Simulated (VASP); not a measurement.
# Be (Im-3m) in VASP: a series of runs

Runs on Be. Level: PBE. Tasks: single point.

All numbers are computed with VASP 6.6.1; they aren't measurements. Logs are shortened: lines on timing, memory, paths and dates and some standing lists are left out, and cuts for length are marked.

### 1 The cell of the first run

Symmetry: Im-3m, No. 229, cubic system. The conventional cell has a = 2.199 Å, b = 2.199 Å, c = 2.199 Å, α = 90.00°, β = 90.00°, γ = 90.00°. Within 2.5 Å of Be (site symmetry m-3m) lie 14 Be at 1.90 to 2.20 Å.

This isn't the form of Be at room conditions, which is hcp.

### 2 Single point, PBE (5.31 Å³/atom)

File INCAR:

```
SYSTEM = Be
  PREC = Accurate
  ENCUT = 600
  EDIFF = 1E-6
  ISMEAR = -1
  SIGMA = 0.08
  LREAL = .FALSE.
  LASPH = .TRUE.
  NELM = 120
  ALGO = Normal
  ISIF = 2
  LWAVE = .FALSE.
  LCHARG = .FALSE.
  GGA = PE
  NBANDS = 7
  GGA_COMPAT = .FALSE.
```

File KPOINTS:

```
regular mesh
0
G
  21 21 21
  0 0 0
```

File POSCAR:

```
Be
1.0
   -1.0993346718      1.0993346718      1.0993346718
    1.0993346718     -1.0993346718      1.0993346718
    1.0993346718      1.0993346718     -1.0993346718
Be
1
Direct
    0.0000000000      0.0000000000      0.0000000000
```

Potentials or basis: VASP PAW PBE potentials, release 64 (Be).

Started as:

```bash
cat potpaw_PBE.64/Be/POTCAR > POTCAR
mpirun -np 1 vasp_std > vasp.out
```

OUTCAR:

```text
SYSTEM = Be
   PREC = Accurate
   ENCUT = 600
   EDIFF = 1E-6
   ISMEAR = -1
   LREAL = .FALSE.
   LASPH = .TRUE.
   NELM = 120
   ISIF = 2
   GGA = PE

 ion  position               nearest neighbor table
   1  0.000  0.000  0.000-

  LATTYP: Found a body centered cubic cell.
 ALAT       =     2.1986693436

  Lattice vectors:

 A1 = (  -1.0993346718,   1.0993346718,   1.0993346718)
 A2 = (   1.0993346718,  -1.0993346718,   1.0993346718)
 A3 = (   1.0993346718,   1.0993346718,  -1.0993346718)

Analysis of symmetry for initial positions (statically):
=====================================================================
 Subroutine PRICEL returns:
 Original cell was already a primitive cell.

 Routine SETGRP: Setting up the symmetry group for a
 body centered cubic supercell.

 Subroutine GETGRP returns: Found 48 space group operations
 (whereof 48 operations were pure point group operations)
 out of a pool of 48 trial point group operations.

The static configuration has the point symmetry O_h .

Analysis of symmetry for dynamics (positions and initial velocities):
=====================================================================
 Subroutine PRICEL returns:
 Original cell was already a primitive cell.

 Routine SETGRP: Setting up the symmetry group for a
 body centered cubic supercell.

 Subroutine GETGRP returns: Found 48 space group operations
 (whereof 48 operations were pure point group operations)
 out of a pool of 48 trial point group operations.

The dynamic configuration has the point symmetry O_h .

 Subroutine INISYM returns: Found 48 space group operations
 (whereof 48 operations are pure point group operations),
 and found     1 'primitive' translations

----------------------------------------------------------------------------------------

                                     Primitive cell

  volume of cell :       5.3143

  direct lattice vectors                    reciprocal lattice vectors
    -1.099334672  1.099334672  1.099334672     0.000000000  0.454820550  0.454820550
     1.099334672 -1.099334672  1.099334672     0.454820550  0.000000000  0.454820550
     1.099334672  1.099334672 -1.099334672     0.454820550  0.454820550  0.000000000

  length of vectors
     1.904103506  1.904103506  1.904103506     0.643213390  0.643213390  0.643213390

  position of ions in fractional coordinates (direct lattice)
     0.000000000  0.000000000  0.000000000

  ion indices of the primitive-cell ions
   primitive index   ion index
                 1           1

----------------------------------------------------------------------------------------

 KPOINTS: regular mesh

Automatic generation of k-mesh.
 Grid dimensions read from file:
 generate k-points for:   21   21   21

 Generating k-lattice:

  Cartesian coordinates                     Fractional coordinates (reciprocal lattice)
     0.000000000  0.021658121  0.021658121     0.047619048  0.000000000  0.000000000
     0.021658121  0.000000000  0.021658121     0.000000000  0.047619048  0.000000000
     0.021658121  0.021658121  0.000000000     0.000000000  0.000000000  0.047619048

  Length of vectors
     0.030629209  0.030629209  0.030629209

  Shift w.r.t. Gamma in fractional coordinates (k-lattice)
     0.000000000  0.000000000  0.000000000

 Subroutine IBZKPT returns following result:
 ===========================================

 Found    286 irreducible k-points:

 Following reciprocal coordinates:
            Coordinates               Weight
  0.000000  0.000000  0.000000      1.000000
  0.047619  0.000000  0.000000     12.000000
  0.095238  0.000000  0.000000     12.000000
  0.142857  0.000000  0.000000     12.000000
  0.190476  0.000000  0.000000     12.000000
  0.238095  0.000000  0.000000     12.000000
[... 16 lines left out ...]
  0.142857  0.095238 -0.000000     48.000000
  0.190476  0.095238  0.000000     48.000000
 [... further k-points ...]
   k-points           NKPTS =    286   k-points in BZ     NKDIM =    286   number of bands    NBANDS=      7
   number of dos      NEDOS =    301   number of ions     NIONS =      1
   total plane-waves  NPLWV =   4096
   dimension x,y,z NGX =    16 NGY =   16 NGZ =   16
   dimension x,y,z NGXF=    32 NGYF=   32 NGZF=   32
   ions per type =               1
   NGX,Y,Z   is equivalent  to a cutoff of  13.97, 13.97, 13.97 a.u.
   NGXF,Y,Z  is equivalent  to a cutoff of  27.94, 27.94, 27.94 a.u.
 SYSTEM =  Be
   PREC   = accura    normal or accurate (medium, high low for compatibility)
   ISTART =      0    job   : 0-new  1-cont  2-samecut
   ICHARG =      2    charge: 1-file 2-atom 10-const
   ISPIN  =      1    spin polarized calculation?
   LNONCOLLINEAR =      F non collinear calculations
   LSORBIT =      F    spin-orbit coupling
   LASPH  =      T    aspherical Exc in radial PAW
   ENCUT  =  600.0 eV  44.10 Ry    6.64 a.u.   3.80  3.80  3.80*2*pi/ulx,y,z
   NELM   =    120;   NELMIN=  2; NELMDL= -5     # of ELM steps
   EDIFF  = 0.1E-05   stopping-criterion for ELM
   LREAL  =      F    real-space projection
   EDIFFG = 0.1E-04   stopping-criterion for IOM
   NSW    =      0    number of steps for IOM
   IBRION =     -1    ionic relax: 0-MD 1-quasi-New 2-CG
   NFREE  =      0    steps in history (QN), initial steepest desc. (CG)
   ISIF   =      2    stress and relaxation
   ISYM   =      2    0-nonsym 1-usesym 2-fastsym
   POTIM  = 0.5000    time-step for ionic-motion
   TEBEG  =    0.0;   TEEND  =   0.0 temperature during run
   PSTRESS=    0.0 pullay stress
   NELECT =       2.0000    total number of electrons
   NUPDOWN=      -1.0000    fix difference up-down
   EMIN   =  10.00;   EMAX   =-10.00  energy-range for DOS
   EFERMI =   0.00;   METHOD = LEGACY
   ISMEAR =    -1;   SIGMA  =   0.08  broadening in eV -4-tet -1-fermi 0-gaus
   EFERMI_NEDOS =   21; number of points for ismear=-14 and -15
   IALGO  =     38    algorithm
   IMIX   =      4    mixing-type and parameters
     AMIX     =   0.40;   BMIX     =  1.00
     AMIX_MAG =   1.60;   BMIX_MAG =  1.00
  volume/ion in A,a.u.               =       5.31        35.86
  Fermi-wavevector in a.u.,A,eV,Ry     =   1.181957  2.233574 19.007634  1.397022
  Thomas-Fermi vector in A             =   2.318220
   LORBIT       =      0    0 simple, 1 ext, 2 COOP (PROOUT), +10 PAW based schemes
   GGA     = PE    functional components
   LHFCALC =     F    Hartree Fock is set to
   AEXX    =    0.0000 exact exchange contribution
   IVDW    =     0    specifies the selected vdW correction
   LEPSILON=     F    determine dielectric tensor
   LRPA    =     F    only Hartree local field effects (RPA)
 non-spin polarized calculation
  energy-cutoff  :      600.00
  volume of cell :        5.31
 maximum number of plane-waves:       185
   NGX =  7   NGY =  7   NGZ =  7

 number of electron       2.0000000 magnetization

 Free energy of the ion-electron system (eV)
  ---------------------------------------------------
  ext. energy  EPLUGINS =         0.00000000
  ---------------------------------------------------
  free energy    TOTEN  =        -3.13071860 eV

  energy without entropy =       -3.12971496  energy(sigma->0) =       -3.13021678

 E-fermi :  11.6817     XC(G=0): -11.9956

 val. band max:       11.6798138117   @ k =  -0.3810  -0.3810   0.0476
 cond. band min:      11.9057289805   @ k =   0.3333   0.2381   0.0952
 fundamental gap:      0.2259151688
 Fermi energy:        11.6817457063

 k-point     1 :       0.0000    0.0000    0.0000
  band No.  band energies     occupation
      1      -2.7910      2.00000
      2      38.3879      0.00000
      3      38.3879      0.00000
      4      38.3879      0.00000
      5      51.4045      0.00000
      6      51.4045      0.00000
      7      51.4045      0.00000

 k-point     2 :       0.0476    0.0000    0.0000
  band No.  band energies     occupation
      1      -2.7030      2.00000
      2      37.8256      0.00000
      3      37.8932      0.00000
      4      38.2374      0.00000
      5      49.8118      0.00000
      6      49.9674      0.00000
      7      52.1739      0.00000

 k-point     3 :       0.0952    0.0000    0.0000
  band No.  band energies     occupation
      1      -2.4384      2.00000
      2      36.0747      0.00000
      3      36.6786      0.00000
      4      37.7967      0.00000
      5      47.3382      0.00000
      6      47.7086      0.00000
      7      51.9363      0.00000

 k-point     4 :       0.1429    0.0000    0.0000
  band No.  band energies     occupation
      1      -1.9960      2.00000
      2      33.2782      0.00000
      3      35.1792      0.00000
      4      37.1095      0.00000
      5      45.5554      0.00000
      6      45.9224      0.00000
      7      51.4456      0.00000

 k-point     5 :       0.1905    0.0000    0.0000
  band No.  band energies     occupation
      1      -1.3746      2.00000
      2      29.9382      0.00000
      3      33.6659      0.00000
      4      36.2611      0.00000
      5      43.6328      0.00000
      6      45.3662      0.00000
      7      51.5424      0.00000
[... 161 lines left out ...]
 k-point    22 :       0.0952    0.0952    0.0000
  band No.  band energies     occupation
      1      -1.7289      2.00000
      2      32.9069      0.00000
      3      33.4172      0.00000
      4      35.9250      0.00000
      5      45.3681      0.00000
      6      46.1162      0.00000
      7      51.4812      0.00000

 k-point    23 :       0.1429    0.0952   -0.0000
  band No.  band energies     occupation
      1      -1.1045      2.00000
      2      29.7977      0.00000
      3      31.8899      0.00000
      4      34.7645      0.00000
      5      44.9827      0.00000
      6      45.5433      0.00000
      7      51.8280      0.00000

 k-point    24 :       0.1905    0.0952    0.0000
  band No.  band energies     occupation
      1      -0.2999      2.00000
      2      26.4113      0.00000
      3      30.5736      0.00000
      4      33.6402      0.00000
      5      44.7955      0.00000
      6      45.0099      0.00000
      7      52.5855      0.00000

 [... further k-points ...]
[... 5 lines left out ...]
  --------------------------------------------------------------------------------------
  -------------------------------------------------------------------------------------
  Total        3.0228770      3.0228770      3.0228770      0.0000000      0.0000000     -0.0000000
  in kB      911.3417912    911.3417912    911.3417912      0.0000000      0.0000000     -0.0000000
  external PRESSURE =     911.3417912 kB  Pullay stress =       0.0000000 kB

 VOLUME and BASIS-vectors are now :
 -----------------------------------------------------------------------------
  energy-cutoff  :      600.00
  volume of cell :        5.31
      direct lattice vectors                 reciprocal lattice vectors
    -1.099334672  1.099334672  1.099334672     0.000000000  0.454820550  0.454820550
     1.099334672 -1.099334672  1.099334672     0.454820550  0.000000000  0.454820550
     1.099334672  1.099334672 -1.099334672     0.454820550  0.454820550  0.000000000

 POSITION                                       TOTAL-FORCE (eV/Angst)
 -----------------------------------------------------------------------------------
      0.00000      0.00000      0.00000         0.000000     -0.000000     -0.000000
 -----------------------------------------------------------------------------------
    total drift:                                0.000000      0.000000      0.000000

  FREE ENERGIE OF THE ION-ELECTRON SYSTEM (eV)
  ---------------------------------------------------
  free  energy   TOTEN  =        -3.1307185963 eV

  energy  without entropy=       -3.1297149551  energy(sigma->0) =       -3.13021678
```

Run time: 9.1 s. Hardware: 1 thread of Intel Xeon 8259CL, shared host; peak memory 0.12 GiB.

What came out:

- Free energy: -3.1307 eV
- Pressure: 91.1 GPa
- Band gap on the k mesh: zero (bands 1 and 2 overlap by 6.61 eV)

Caveat: the cell stands under pressure.

### 3 Single point, PBE (7.19 Å³/atom)

This run uses another cell than the first one, of 7.19 Å³/atom.

File INCAR:

```
SYSTEM = Be
  PREC = Accurate
  ENCUT = 600
  EDIFF = 1E-6
  ISMEAR = -1
  SIGMA = 0.08
  LREAL = .False.
  LASPH = .True.
  NELM = 120
  ALGO = Normal
  ISIF = 2
  LWAVE = .False.
  LCHARG = .False.
  GGA = PE
  NBANDS = 7
  GGA_COMPAT = .False.
```

File KPOINTS:

```
Automatic mesh
0
Gamma
  21 21 21
  0 0 0
```

File POSCAR:

```
Be
1.0
   -1.2158767768      1.2158767768      1.2158767768
    1.2158767768     -1.2158767768      1.2158767768
    1.2158767768      1.2158767768     -1.2158767768
Be
1
Direct
    0.0000000000      0.0000000000      0.0000000000
```

Potentials or basis: VASP PAW PBE potentials, release 64 (Be).

Started as:

```bash
cat potpaw_PBE.64/Be/POTCAR > POTCAR
mpirun -np 1 vasp_std > vasp.out
```

Run time: 15 s. Hardware: 1 thread of Intel Xeon 8259CL, shared host; peak memory 0.13 GiB.

It converged, with:

```
Free energy            : -3.6468 eV
Pressure               : 12.1 GPa
Band gap on the k mesh : zero (bands 1 and 2 overlap by 5.19 eV)
```

Levels at points of the mesh, in eV from the Fermi level:
```
           k point  band 1  band 2  band 3  band 4
(0.00, 0.00, 0.00)  -12.70   20.91   20.91   20.91
```

Caveat: the cell stands under pressure.
